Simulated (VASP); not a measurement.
# LiBr (Fm-3m) in VASP: notebook

LiBr is run at these levels: PBEsol; tasks: single point.

Everything below comes from runs of VASP 6.6.1. Logs are shortened: lines on timing, memory, paths and dates and some standing lists are left out, and cuts for length are marked.

### 1 The cell of the first run

It takes space group Fm-3m (No. 225, cubic). The conventional cell has a = 5.258 Å, b = 5.258 Å, c = 5.258 Å, α = 90.00°, β = 90.00°, γ = 90.00°. Within 3.5 Å of Li (site symmetry m-3m) lie 6 Br at 2.63 Å. Br (site symmetry m-3m) has 6 Li at 2.63 Å within 3.5 Å.

### 2 Single point, PBEsol

INCAR

```
SYSTEM = LiBr
PREC = Accurate ; ENCUT = 750
EDIFF = 1E-6 ; ISMEAR = 0
SIGMA = 0.01 ; LREAL = .False.
LASPH = .True. ; NELM = 120
ALGO = Normal ; ISIF = 2
LWAVE = .False. ; LCHARG = .False.
GGA = PS ; ISYM = 0
NBANDS = 12 ; GGA_COMPAT = .False.
```

KPOINTS

```
Automatic mesh
0
Gamma
  8 8 8
  0.5 0.5 0.5
```

POSCAR

```
LiBr
1.0
    0.0000000000      2.6289389158      2.6289389158
    2.6289389158      0.0000000000      2.6289389158
    2.6289389158      2.6289389158      0.0000000000
Li Br
1 1
Direct
    0.0000000000      0.0000000000      0.0000000000
    0.5000000000      0.5000000000      0.5000000000
```

Potentials or basis: VASP PAW PBE potentials, release 64 (Li_sv, Br).

Launch:

```bash
> cat potpaw_PBE.64/Li_sv/POTCAR potpaw_PBE.64/Br/POTCAR > POTCAR
> mpirun -np 1 vasp_std > vasp.out
```

OUTCAR:

```text
SYSTEM = LiBr
   PREC = Accurate
   ENCUT = 750
   EDIFF = 1E-6
   ISMEAR = 0
   LREAL = .False.
   LASPH = .True.
   NELM = 120
   ISIF = 2
   GGA = PS
   ISYM = 0

 ion  position               nearest neighbor table
   1  0.000  0.000  0.000-   2 2.63   2 2.63   2 2.63   2 2.63   2 2.63   2 2.63
   2  0.500  0.500  0.500-   1 2.63   1 2.63   1 2.63   1 2.63   1 2.63   1 2.63

IMPORTANT INFORMATION: All symmetrisations will be switched off!
NOSYMM: (Re-)initialisation of all symmetry stuff for point group C_1.

----------------------------------------------------------------------------------------

                                     Primitive cell

  volume of cell :      36.3389

  direct lattice vectors                    reciprocal lattice vectors
     0.000000000  2.628938916  2.628938916    -0.190190802  0.190190802  0.190190802
     2.628938916  0.000000000  2.628938916     0.190190802 -0.190190802  0.190190802
     2.628938916  2.628938916  0.000000000     0.190190802  0.190190802 -0.190190802

  length of vectors
     3.717881069  3.717881069  3.717881069     0.329420132  0.329420132  0.329420132

  position of ions in fractional coordinates (direct lattice)
     0.000000000  0.000000000  0.000000000
     0.500000000  0.500000000  0.500000000

  ion indices of the primitive-cell ions
   primitive index   ion index
                 1           1
                 2           2

----------------------------------------------------------------------------------------

 KPOINTS: Automatic mesh

Automatic generation of k-mesh.
 Grid dimensions read from file:
 generate k-points for:    8    8    8

 Generating k-lattice:

  Cartesian coordinates                     Fractional coordinates (reciprocal lattice)
    -0.023773850  0.023773850  0.023773850     0.125000000  0.000000000  0.000000000
     0.023773850 -0.023773850  0.023773850     0.000000000  0.125000000  0.000000000
     0.023773850  0.023773850 -0.023773850     0.000000000  0.000000000  0.125000000

  Length of vectors
     0.041177516  0.041177516  0.041177516

  Shift w.r.t. Gamma in fractional coordinates (k-lattice)
     0.500000000  0.500000000  0.500000000

 Subroutine IBZKPT returns following result:
 ===========================================

 Found   1024 irreducible k-points:

 Following reciprocal coordinates:
            Coordinates               Weight
  0.062500  0.062500  0.062500      2.000000
  0.062500  0.000000  0.000000      2.000000
  0.000000  0.000000 -0.062500      2.000000
[... 45 lines left out ...]
   NFREE  =      0    steps in history (QN), initial steepest desc. (CG)
   ISIF   =      2    stress and relaxation
   ISYM   =      0    0-nonsym 1-usesym 2-fastsym
   POTIM  = 0.5000    time-step for ionic-motion
   TEBEG  =    0.0;   TEEND  =   0.0 temperature during run
   PSTRESS=    0.0 pullay stress
   NELECT =      10.0000    total number of electrons
   NUPDOWN=      -1.0000    fix difference up-down
   EMIN   =  10.00;   EMAX   =-10.00  energy-range for DOS
   EFERMI =   0.00;   METHOD = LEGACY
   ISMEAR =     0;   SIGMA  =   0.01  broadening in eV -4-tet -1-fermi 0-gaus
   EFERMI_NEDOS =   21; number of points for ismear=-14 and -15
   IALGO  =     38    algorithm
   IMIX   =      4    mixing-type and parameters
     AMIX     =   0.40;   BMIX     =  1.00
     AMIX_MAG =   1.60;   BMIX_MAG =  1.00
  volume/ion in A,a.u.               =      18.17       122.61
  Fermi-wavevector in a.u.,A,eV,Ry     =   1.064840  2.012256 15.427430  1.133884
  Thomas-Fermi vector in A             =   2.200372
   LORBIT       =      0    0 simple, 1 ext, 2 COOP (PROOUT), +10 PAW based schemes
   GGA     = PS    functional components
   LHFCALC =     F    Hartree Fock is set to
   AEXX    =    0.0000 exact exchange contribution
   IVDW    =     0    specifies the selected vdW correction
   LEPSILON=     F    determine dielectric tensor
   LRPA    =     F    only Hartree local field effects (RPA)
 non-spin polarized calculation
 Gauss-broadening in eV      SIGMA  =   0.01
  energy-cutoff  :      750.00
  volume of cell :       36.34
 maximum number of plane-waves:      1718
 NGX is ok and might be reduce to    36
   NGX = 17   NGY = 17   NGZ = 17

 number of electron      10.0000000 magnetization

 number of electron       9.9999998 magnetization

 Free energy of the ion-electron system (eV)
  ---------------------------------------------------
  ext. energy  EPLUGINS =         0.00000000
  ---------------------------------------------------
  free energy    TOTEN  =        -6.90657574 eV

  energy without entropy =       -6.90657574  energy(sigma->0) =       -6.90657574

 E-fermi :   1.3401     XC(G=0):  -9.1623

 val. band max:        1.2596959129   @ k =   0.1875   0.0625   0.0625
 cond. band min:       6.8327922074   @ k =   0.0000   0.0000  -0.4375
 fundamental gap:      5.5730962944
 Fermi energy:         1.3400768920

 k-point     1 :       0.0625    0.0625    0.0625
  band No.  band energies     occupation
      1     -42.2518      2.00000
      2     -12.6920      2.00000
      3       1.0617      2.00000
      4       1.2511      2.00000
      5       1.2511      2.00000
      6       6.8578      0.00000
      7      11.4578      0.00000
      8      11.7762      0.00000
      9      11.7762      0.00000
     10      13.3396      0.00000
     11      13.3396      0.00000
     12      14.1469      0.00000
[... 331 lines left out ...]
 k-point    24 :       0.2500    0.0000   -0.0625
  band No.  band energies     occupation
      1     -42.2505      2.00000
      2     -12.3447      2.00000
      3      -1.0046      2.00000
      4       0.8106      2.00000
      5       1.1477      2.00000
      6       7.5592      0.00000
      7      10.1557      0.00000
      8      10.3996      0.00000
      9      11.5706      0.00000
     10      13.5735      0.00000
     11      14.7587      0.00000
     12      15.1945      0.00000

 [... further k-points ...]
[... 5 lines left out ...]
  --------------------------------------------------------------------------------------
  -------------------------------------------------------------------------------------
  Total        0.6776508      0.6776511      0.6776513     -0.0000019     -0.0000022     -0.0000022
  in kB       29.8775568     29.8775686     29.8775771     -0.0000816     -0.0000955     -0.0000986
  external PRESSURE =      29.8775675 kB  Pullay stress =       0.0000000 kB

 VOLUME and BASIS-vectors are now :
 -----------------------------------------------------------------------------
  energy-cutoff  :      750.00
  volume of cell :       36.34
      direct lattice vectors                 reciprocal lattice vectors
     0.000000000  2.628938916  2.628938916    -0.190190802  0.190190802  0.190190802
     2.628938916  0.000000000  2.628938916     0.190190802 -0.190190802  0.190190802
     2.628938916  2.628938916  0.000000000     0.190190802  0.190190802 -0.190190802

 POSITION                                       TOTAL-FORCE (eV/Angst)
 -----------------------------------------------------------------------------------
      0.00000      0.00000      0.00000         0.000000      0.000000      0.000000
      2.62894      2.62894      2.62894        -0.000000     -0.000000     -0.000000
 -----------------------------------------------------------------------------------
    total drift:                                0.000000      0.000000      0.000000

  FREE ENERGIE OF THE ION-ELECTRON SYSTEM (eV)
  ---------------------------------------------------
  free  energy   TOTEN  =        -6.9065757398 eV

  energy  without entropy=       -6.9065757398  energy(sigma->0) =       -6.90657574
```

Run time: 4.4 min. Hardware: 1 thread of Intel Xeon Platinum 8559C (Emerald Rapids), shared host; peak memory 0.8 GiB.

What came out:

```
Free energy            : -6.9066 eV
Pressure               : 3.0 GPa
Band gap on the k mesh : 5.57 eV (least direct gap 5.61 eV)
```

Caveat: the PAW data sets were made with another functional, which shifts forces and pressure a little; a shifted mesh leaves out Γ, where band edges can lie. PBEsol gaps usually lie below the measured ones, often by a third to a half.

### 3 Single point, PBEsol

INCAR

```
SYSTEM = LiBr
PREC = Accurate
ENCUT = 750
EDIFF = 1E-6
ISMEAR = 0
SIGMA = 0.01
LREAL = .False.
LASPH = .True.
NELM = 120
ALGO = Normal
ISIF = 2
LWAVE = .False.
LCHARG = .False.
GGA = PS
NBANDS = 12
GGA_COMPAT = .False.
```

KPOINTS

```
regular mesh
0
Gamma
  8 8 8
  0 0 0
```

POSCAR is that of step 2.

Potentials or basis: VASP PAW PBE potentials, release 64 (Li_sv, Br).

Launch:

```bash
> cat potpaw_PBE.64/Li_sv/POTCAR potpaw_PBE.64/Br/POTCAR > POTCAR
> mpirun -np 1 vasp_std > vasp.out
```

Wall time 47 s (1 thread of Intel Xeon 8259CL, shared host); peak memory 0.2 GiB.

The run converged. Its results:

| Item | Value |
| --- | --- |
| Free energy | -6.9066 eV |
| Pressure | 3.0 GPa |
| Band gap on the k mesh | 5.42 eV |

Levels at points of the mesh, in eV from the valence-band top:
```csv
k point,band 3,band 4,band 5,band 6,band 7,band 8
"(0.00, 0.00, 0.00)",0.00,0.00,0.00,5.42,10.47,10.47
"(0.50, 0.00, 0.00)",-3.56,-0.34,-0.34,5.51,8.02,8.02
"(0.50, 0.50, 0.00)",-3.62,-1.45,-1.45,6.34,6.68,12.67
```

Caveat: the PAW data sets were made with another functional, which shifts forces and pressure a little.

### 4 Single point, PBEsol

This run uses another cell than the first one, of 19.82 Å³/atom.

INCAR

```
  PREC = Accurate
  ENCUT = 750
  EDIFF = 1E-6
  ISMEAR = 0
  SIGMA = 0.02
  LREAL = False
  LASPH = True
  NELM = 120
  ALGO = Normal
  ISIF = 2
  LWAVE = False
  LCHARG = False
  GGA = PS
  NBANDS = 12
  GGA_COMPAT = False
```

KPOINTS

```
Automatic mesh
0
Gamma
  8 8 8
```

POSCAR

```
LiBr
1.0
    0.0000000000      2.7061663733      2.7061663733
    2.7061663733      0.0000000000      2.7061663733
    2.7061663733      2.7061663733      0.0000000000
Li Br
1 1
Direct
    0.0000000000      0.0000000000      0.0000000000
    0.5000000000      0.5000000000      0.5000000000
```

Launch:

```bash
> cat potpaw_PBE.64/Li_sv/POTCAR potpaw_PBE.64/Br/POTCAR > POTCAR
> mpirun -np 1 vasp_std > vasp.out
```

Wall time 46 s (1 thread of Intel Xeon 8259CL, shared host); peak memory 0.21 GiB.

The run converged. Its results:

```yaml
Free_energy: -6.9353 eV
Pressure: 0.0 GPa
Band_gap_on_the_k_mesh: 4.98 eV
```

Levels at points of the mesh, in eV from the valence-band top:
```csv
k point,band 3,band 4,band 5,band 6,band 7,band 8
"(0.00, 0.00, 0.00)",0.00,0.00,0.00,4.98,10.42,10.42
"(0.50, 0.00, 0.00)",-3.14,-0.29,-0.29,5.48,8.03,8.03
"(0.50, 0.50, 0.00)",-3.17,-1.26,-1.26,6.23,6.86,11.90
```

Caveat: the PAW data sets were made with another functional, which shifts forces and pressure a little.

### 5 Single point, PBEsol

This run uses another cell than the first one, of 19.80 Å³/atom.

INCAR

```
SYSTEM = LiBr
PREC     = Accurate       ! precision mode
ENCUT    = 750            ! plane-wave cutoff, eV
EDIFF    = 1E-6           ! SCF threshold, eV
ISMEAR   = 0              ! smearing method
SIGMA    = 0.01           ! smearing width, eV
LREAL    = .FALSE.        ! projectors in reciprocal space
LASPH    = .TRUE.         ! aspherical terms in the spheres
NELM     = 120            ! most SCF steps
ALGO     = Normal         ! electronic algorithm
ISIF     = 2              ! what is computed and relaxed
LWAVE    = .FALSE.        ! write WAVECAR
LCHARG   = .FALSE.        ! write CHGCAR
GGA      = PS             ! functional
NBANDS   = 12             ! bands
GGA_COMPAT= .FALSE.
```

KPOINTS

```
regular mesh
0
G
  8 8 8
  0 0 0
```

POSCAR

```
LiBr
1.0
    0.0000000000      2.7055163912      2.7055163912
    2.7055163912      0.0000000000      2.7055163912
    2.7055163912      2.7055163912      0.0000000000
Li Br
1 1
Direct
    0.0000000000      0.0000000000      0.0000000000
    0.5000000000      0.5000000000      0.5000000000
```

Launch:

```bash
> cat potpaw_PBE.64/Li_sv/POTCAR potpaw_PBE.64/Br/POTCAR > POTCAR
> mpirun -np 1 vasp_std > vasp.out
```

It took 44 s on 1 thread of Intel Xeon 8259CL, shared host; peak memory 0.21 GiB.

Results (log left out):

| Quantity | Value |
| --- | --- |
| Free energy | -6.9353 eV |
| Pressure | 0.0 GPa |
| Band gap on the k mesh | 4.99 eV |

Levels at points of the mesh, in eV from the valence-band top:
| k point | band 3 | band 4 | band 5 | band 6 | band 7 | band 8 |
| --- | --- | --- | --- | --- | --- | --- |
| (0.00, 0.00, 0.00) | 0.00 | 0.00 | 0.00 | 4.99 | 10.42 | 10.42 |
| (0.50, 0.00, 0.00) | -3.14 | -0.29 | -0.29 | 5.48 | 8.03 | 8.03 |
| (0.50, 0.50, 0.00) | -3.17 | -1.26 | -1.26 | 6.23 | 6.86 | 11.90 |

Caveat: the PAW data sets were made with another functional, which shifts forces and pressure a little. A k mesh can miss the band edges.

### 6 Overview

```tsv
cell	k mesh	smearing	gap on the mesh (eV)	pressure (GPa)
a = 3.718 Å, angles 60.0°, 2 atoms	8 × 8 × 8, shifted	gaussian 0.01 eV	5.57	3.0
a = 3.718 Å, angles 60.0°, 2 atoms	8 × 8 × 8	gaussian 0.01 eV	5.42	3.0
a = 3.827 Å, angles 60.0°, 2 atoms	8 × 8 × 8	gaussian 0.02 eV	4.98	0.0
a = 3.826 Å, angles 60.0°, 2 atoms	8 × 8 × 8	gaussian 0.01 eV	4.99	0.0
```

Alike in all rows: task single point; level PBEsol; potentials or basis VASP PAW PBE potentials, release 64 (Li_sv, Br); no spin polarisation; cutoff (eV) 750.

Caveats: the PAW data sets were made with another functional, which shifts forces and pressure a little; a shifted mesh leaves out Γ, where band edges can lie (at least some runs).

Absolute energies hang on the potentials; compare differences alone.
